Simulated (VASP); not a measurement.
BN:

```
CELL_PARAMETERS angstrom
2.49919 0.00000 0.00000
-1.24960 2.16436 0.00000
0.00000 0.00000 7.00405
ATOMIC_POSITIONS crystal
B 0.66667 0.33333 0.75000
B 0.33333 0.66667 0.25000
N 0.00000 0.00000 0.75000
N 0.00000 0.00000 0.25000
```

Base run:

* Program: VASP 6.6.1
* Functional: PBE
* Potentials or basis: VASP PAW PBE potentials, release 64 (B, N)
* Cutoff: 520 eV
* k mesh: 9 × 9 × 4
* Occupations: gaussian, width 0.01 eV
* Spin: no spin polarisation

Its results: band gap on the k mesh 3.66 eV, indirect (least direct gap 4.22 eV); pressure 4.4 GPa.

**Question.** The run is repeated on the same cell with these changes: functional from PBE to r2SCAN. What comes out?

**Answer.** Band gap on the k mesh 4.16 eV, indirect (least direct gap 4.85 eV); pressure 1.0 GPa.

r2SCAN gives the wider gap, since meta-GGAs in the generalised Kohn-Sham scheme recover part of the derivative discontinuity.

Caveats: this functional lacks dispersion, which binds the layers, so the pressure and a relaxed spacing across them are unreliable (some runs); the PAW data sets were made with another functional, which shifts forces and pressure a little (some runs).

A k mesh can miss the band edges.
